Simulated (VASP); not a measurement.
# Cu (P6_3/mmc) in VASP: single point with LDA

Aim: the single point of Cu with LDA.

All numbers are computed with VASP 6.6.1; they aren't measurements. Logs are shortened: lines on timing, memory, paths and dates and some standing lists are left out, and cuts for length are marked.

### 1 The cell of the first run

The structure is hexagonal, space group P6_3/mmc (No. 194). The conventional cell has a = 2.488 Å, b = 2.488 Å, c = 4.064 Å, α = 90.00°, β = 90.00°, γ = 120.00°. Within 3.3 Å of Cu (site symmetry -6m2) lie 12 Cu at 2.49 Å.

This isn't the form of Cu at room conditions, which is fcc.

### 2 Single point, LDA

Contents of INCAR:

```
PREC     = Accurate       # precision mode
ENCUT    = 820            # plane-wave cutoff, eV
EDIFF    = 1E-6           # SCF threshold, eV
ISMEAR   = 0              # smearing method
SIGMA    = 0.15           # smearing width, eV
LREAL    = False          # projectors in reciprocal space
LASPH    = True           # aspherical terms in the spheres
NELM     = 120            # most SCF steps
ALGO     = Normal         # electronic algorithm
ISIF     = 2              # what is computed and relaxed
LWAVE    = False          # write WAVECAR
LCHARG   = False          # write CHGCAR
NBANDS   = 26             # bands
GGA_COMPAT= False
```

Contents of KPOINTS:

```
Automatic mesh
0
Gamma
  21 21 12
```

Contents of POSCAR:

```
Cu
1.0
    2.4883286535      0.0000000000      0.0000000000
   -1.2441643268      2.1549558269      0.0000000000
    0.0000000000      0.0000000000      4.0637143877
Cu
2
Direct
    0.3333333333      0.6666666667      0.2500000000
    0.6666666667      0.3333333333      0.7500000000
```

Potentials or basis: VASP PAW LDA potentials, release 64 (Cu_sv_GW).

On the command line:

```bash
$ cat potpaw_LDA.64/Cu_sv_GW/POTCAR > POTCAR
$ mpirun -np 1 vasp_std > vasp.out
```

OUTCAR:

```text
PREC = Accurate
   ENCUT = 820
   EDIFF = 1E-6
   ISMEAR = 0
   LREAL = False
   LASPH = True
   NELM = 120
   ISIF = 2

 ion  position               nearest neighbor table
   1  0.333  0.667  0.250-   2 2.49   2 2.49   2 2.49   2 2.49   2 2.49   2 2.49
   2  0.667  0.333  0.750-   1 2.49   1 2.49   1 2.49   1 2.49   1 2.49   1 2.49

  LATTYP: Found a hexagonal cell.
 ALAT       =     2.4883286535
 C/A-ratio  =     1.6331099921

  Lattice vectors:

 A1 = (   2.4883286535,   0.0000000000,   0.0000000000)
 A2 = (  -1.2441643268,   2.1549558269,   0.0000000000)
 A3 = (   0.0000000000,   0.0000000000,   4.0637143877)

Analysis of symmetry for initial positions (statically):
=====================================================================
 Subroutine PRICEL returns:
 Original cell was already a primitive cell.

 Routine SETGRP: Setting up the symmetry group for a
 hexagonal supercell.

 Subroutine GETGRP returns: Found 24 space group operations
 (whereof 12 operations were pure point group operations)
 out of a pool of 24 trial point group operations.

The static configuration has the point symmetry D_3d.
 The point group associated with its full space group is D_6h.

Analysis of symmetry for dynamics (positions and initial velocities):
=====================================================================
 Subroutine PRICEL returns:
 Original cell was already a primitive cell.

 Routine SETGRP: Setting up the symmetry group for a
 hexagonal supercell.

 Subroutine GETGRP returns: Found 24 space group operations
 (whereof 12 operations were pure point group operations)
 out of a pool of 24 trial point group operations.

The dynamic configuration has the point symmetry D_3d.
 The point group associated with its full space group is D_6h.

 Subroutine INISYM returns: Found 24 space group operations
 (whereof 12 operations are pure point group operations),
 and found     1 'primitive' translations

----------------------------------------------------------------------------------------

                                     Primitive cell

  volume of cell :      21.7906

  direct lattice vectors                    reciprocal lattice vectors
     2.488328653  0.000000000  0.000000000     0.401876174  0.232023317  0.000000000
    -1.244164327  2.154955827  0.000000000     0.000000000  0.464046635  0.000000000
     0.000000000  0.000000000  4.063714388     0.000000000  0.000000000  0.246080286

  length of vectors
[... 79 lines left out ...]
   LASPH  =      T    aspherical Exc in radial PAW
   ENCUT  =  820.0 eV  60.27 Ry    7.76 a.u.   5.81  5.81  9.49*2*pi/ulx,y,z
   NELM   =    120;   NELMIN=  2; NELMDL= -5     # of ELM steps
   EDIFF  = 0.1E-05   stopping-criterion for ELM
   LREAL  =      F    real-space projection
   EDIFFG = 0.1E-04   stopping-criterion for IOM
   NSW    =      0    number of steps for IOM
   IBRION =     -1    ionic relax: 0-MD 1-quasi-New 2-CG
   NFREE  =      0    steps in history (QN), initial steepest desc. (CG)
   ISIF   =      2    stress and relaxation
   ISYM   =      2    0-nonsym 1-usesym 2-fastsym
   POTIM  = 0.5000    time-step for ionic-motion
   TEBEG  =    0.0;   TEEND  =   0.0 temperature during run
   PSTRESS=    0.0 pullay stress
   NELECT =      38.0000    total number of electrons
   NUPDOWN=      -1.0000    fix difference up-down
   EMIN   =  10.00;   EMAX   =-10.00  energy-range for DOS
   EFERMI =   0.00;   METHOD = LEGACY
   ISMEAR =     0;   SIGMA  =   0.15  broadening in eV -4-tet -1-fermi 0-gaus
   EFERMI_NEDOS =   21; number of points for ismear=-14 and -15
   IALGO  =     38    algorithm
   IMIX   =      4    mixing-type and parameters
     AMIX     =   0.40;   BMIX     =  1.00
     AMIX_MAG =   1.60;   BMIX_MAG =  1.00
  volume/ion in A,a.u.               =      10.90        73.53
  Fermi-wavevector in a.u.,A,eV,Ry     =   1.970514  3.723732 52.830426  3.882927
  Thomas-Fermi vector in A             =   2.993255
   LORBIT       =      0    0 simple, 1 ext, 2 COOP (PROOUT), +10 PAW based schemes
   GGA     = CA    functional components
   LHFCALC =     F    Hartree Fock is set to
   AEXX    =    0.0000 exact exchange contribution
   IVDW    =     0    specifies the selected vdW correction
   LEPSILON=     F    determine dielectric tensor
   LRPA    =     F    only Hartree local field effects (RPA)
 non-spin polarized calculation
 Gauss-broadening in eV      SIGMA  =   0.15
  energy-cutoff  :      820.00
  volume of cell :       21.79
 maximum number of plane-waves:      1183
 NGX is ok and might be reduce to    24
   NGX = 11   NGY = 11   NGZ = 19

 number of electron      38.0000000 magnetization

 Free energy of the ion-electron system (eV)
  ---------------------------------------------------
  ext. energy  EPLUGINS =         0.00000000
  ---------------------------------------------------
  free energy    TOTEN  =        -9.70731772 eV

  energy without entropy =       -9.70078141  energy(sigma->0) =       -9.70404956

 E-fermi :   8.2558     XC(G=0): -14.3546

 val. band max:        8.2374046795   @ k =   0.2857   0.1905   0.4167
 cond. band min:       8.2637023779   @ k =   0.2381   0.2381   0.4167
 fundamental gap:      0.0262976984
 Fermi energy:         8.2557789251

 k-point     1 :       0.0000    0.0000    0.0000
  band No.  band energies     occupation
      1    -103.4765      2.00000
      2    -103.4549      2.00000
      3     -61.4987      2.00000
      4     -61.3780      2.00000
      5     -61.3780      2.00000
      6     -61.3549      2.00000
[... 685 lines left out ...]
     25      28.8072      0.00000
     26      30.3619      0.00000

 [... further k-points ...]

------------------------ aborting loop because EDIFF is reached ----------------------------------------

  FORCE on cell =-STRESS in cart. coord.  units (eV):
  Direction    XX          YY          ZZ          XY          YZ          ZX
  --------------------------------------------------------------------------------------
  -------------------------------------------------------------------------------------
  Total       -0.2111052     -0.2111052      0.0632829      0.0000000      0.0000000      0.0000000
  in kB      -15.5217333    -15.5217333      4.6529437      0.0000000      0.0000000      0.0000000
  external PRESSURE =      -8.7968410 kB  Pullay stress =       0.0000000 kB

 VOLUME and BASIS-vectors are now :
 -----------------------------------------------------------------------------
  energy-cutoff  :      820.00
  volume of cell :       21.79
      direct lattice vectors                 reciprocal lattice vectors
     2.488328653  0.000000000  0.000000000     0.401876174  0.232023317  0.000000000
    -1.244164327  2.154955827  0.000000000     0.000000000  0.464046635  0.000000000
     0.000000000  0.000000000  4.063714388     0.000000000  0.000000000  0.246080286

 POSITION                                       TOTAL-FORCE (eV/Angst)
 -----------------------------------------------------------------------------------
     -0.00000      1.43664      1.01593         0.000000     -0.000000      0.000000
      1.24416      0.71832      3.04779        -0.000000      0.000000      0.000000
 -----------------------------------------------------------------------------------
    total drift:                               -0.000001      0.000000     -0.000000

  FREE ENERGIE OF THE ION-ELECTRON SYSTEM (eV)
  ---------------------------------------------------
  free  energy   TOTEN  =        -9.7073177225 eV

  energy  without entropy=       -9.7007814060  energy(sigma->0) =       -9.70404956
```

OSZICAR:

```text
N       E                     dE             d eps       ncg     rms          rms(c)
DAV:   1     0.854716980134E+03    0.85472E+03   -0.31607E+04 25730   0.689E+03
DAV:   2     0.683211090944E+02   -0.78640E+03   -0.75928E+03 28084   0.142E+03
DAV:   3    -0.885689623499E+01   -0.77178E+02   -0.75294E+02 32418   0.586E+02
DAV:   4    -0.115153358083E+02   -0.26584E+01   -0.26482E+01 30526   0.106E+02
DAV:   5    -0.116198740761E+02   -0.10454E+00   -0.10452E+00 30644   0.157E+01    0.122E+01
DAV:   6    -0.108516701709E+02    0.76820E+00   -0.16099E+01 24586   0.250E+02    0.766E+00
DAV:   7    -0.974167148468E+01    0.11100E+01   -0.49635E+00 24810   0.138E+02    0.250E+00
DAV:   8    -0.970834174963E+01    0.33330E-01   -0.88639E-02 32378   0.794E+00    0.390E-01
DAV:   9    -0.970765289092E+01    0.68886E-03   -0.10055E-02 27568   0.568E+00    0.162E-01
DAV:  10    -0.970731643047E+01    0.33646E-03   -0.98146E-04 31406   0.174E+00    0.787E-03
DAV:  11    -0.970731841444E+01   -0.19840E-05   -0.13979E-05 26134   0.630E-02    0.687E-03
DAV:  12    -0.970731772250E+01    0.69194E-06   -0.55451E-07 12598   0.561E-02
   1 F= -.97073177E+01 E0= -.97040496E+01  d E =-.653632E-02
```

stdout:

```text
POSCAR found type information on POSCAR Cu
 POSCAR found :  1 types and       2 ions
 scaLAPACK will be used
 LDA part: xc-table for (Slater(with rela. corr.)+CA(PZ))
 , standard interpolation
 POSCAR, INCAR and KPOINTS ok, starting setup
 FFT: planning ... GRIDC
 FFT: planning ... GRID_SOFT
 FFT: planning ... GRID
 WAVECAR not read
 entering main loop
```

Run time: 4.7 min. Hardware: 1 thread of Intel Xeon Platinum 8259CL at 2.50GHz (Skylake/Cascade Lake), shared host; peak memory 0.44 GiB.

What came out:

```yaml
Free_energy: -9.7073 eV
Pressure: -0.9 GPa
Band_gap_on_the_k_mesh: zero (bands 19 and 20 overlap by 6.30 eV)
```

Stress tensor (GPa, compression positive):
```
-1.55  0.00  0.00
 0.00 -1.55  0.00
 0.00  0.00  0.47
```

Levels at points of the mesh, in eV from the Fermi level:
| k point | band 15 | band 16 | band 17 | band 18 | band 19 | band 20 | band 21 | band 22 | band 23 | band 24 |
| --- | --- | --- | --- | --- | --- | --- | --- | --- | --- | --- |
| (0.00, 0.00, 0.00) | -3.04 | -2.70 | -2.70 | -1.84 | -1.84 | -1.29 | 4.11 | 22.08 | 22.81 | 22.81 |
| (0.00, 0.00, 0.50) | -3.32 | -3.32 | -2.10 | -2.10 | -2.10 | -2.10 | 13.08 | 13.08 | 22.79 | 22.79 |

The gap in the log of VASP goes by the Fermi energy; the results here count the filled bands.